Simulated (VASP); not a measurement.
Write the native input for VASP 6.6.1 that does the following.

```yaml
Task: single point
Functional: r2SCAN
Potentials_or_basis: VASP PAW PBE potentials, release 64 (Sn_d)
Cutoff: 520 eV
k_mesh: 9 × 9 × 13
Occupations: fermi-dirac, width 0.1 eV
Spin: no spin polarisation
Dipole_correction: no
Further_INCAR_settings: ALGO = Normal; EDIFF = 1e-06; NBANDS = 28
```

The system is Sn.

```xyz
3
Lattice="5.3692 0.0000 0.0000 -2.6846 4.6498 0.0000 0.0000 0.0000 3.2585" Properties=species:S:1:pos:R:3 pbc="T T T"
Sn    2.6846    4.6498    0.0000
Sn    0.0000    3.0999    1.6293
Sn    2.6846    1.5499    1.6293
```

This isn't the form of Sn at room conditions, which is tetragonal (white tin).

The input as run:

POSCAR

```
Sn
1.0
    5.3691688200      0.0000000000      0.0000000000
   -2.6845844100      4.6498365954      0.0000000000
    0.0000000000      0.0000000000      3.2585487997
Sn
3
Direct
    1.0000000000      1.0000000000      0.0000000000
    0.3333333333      0.6666666667      0.5000000000
    0.6666666667      0.3333333333      0.5000000000
```

INCAR.step1

```
  PREC = Accurate
  ENCUT = 520
  ISMEAR = -1
  SIGMA = 0.1
  LREAL = F
  LASPH = T
  NELM = 60
  NBANDS = 28
  GGA = PE
  ALGO = Normal
  EDIFF = 1E-4
  LWAVE = T
  LCHARG = F
```

INCAR.step2

```
  PREC = Accurate
  ENCUT = 520
  EDIFF = 1E-6
  ISMEAR = -1
  SIGMA = 0.1
  LREAL = F
  LASPH = T
  NELM = 60
  ALGO = Normal
  ISIF = 2
  LWAVE = F
  LCHARG = T
  METAGGA = R2SCAN
  LMIXTAU = T
  LELF = T
  LVHAR = T
  NBANDS = 28
  ISTART = 1
```

KPOINTS

```
Automatic mesh
0
Gamma
  9 9 13
```

Potentials or basis: VASP PAW PBE potentials, release 64 (Sn_d).

Command:

```sh
$ cat potpaw_PBE.64/Sn_d/POTCAR > POTCAR
$ cp INCAR.step1 INCAR
$ mpirun -np 1 vasp_std > vasp.out
$ cp INCAR.step2 INCAR
$ mpirun -np 1 vasp_std > vasp.out
```

It gave:

```json
{"Pressure": "0.0 GPa", "Band gap on the k mesh": "zero (bands 21 and 22 overlap by 5.05 eV)"}
```

Caveat: the PAW data sets were made with another functional, which shifts forces and pressure a little; spin-orbit coupling is left out, which moves the levels of the heavy elements.

Run time: 6.2 min on 1 thread of Intel(R) Xeon(R) Platinum 8259CL CPU @ 2.50GHz (Skylake/Cascade Lake), on a shared host, peak memory 0.29 GiB.
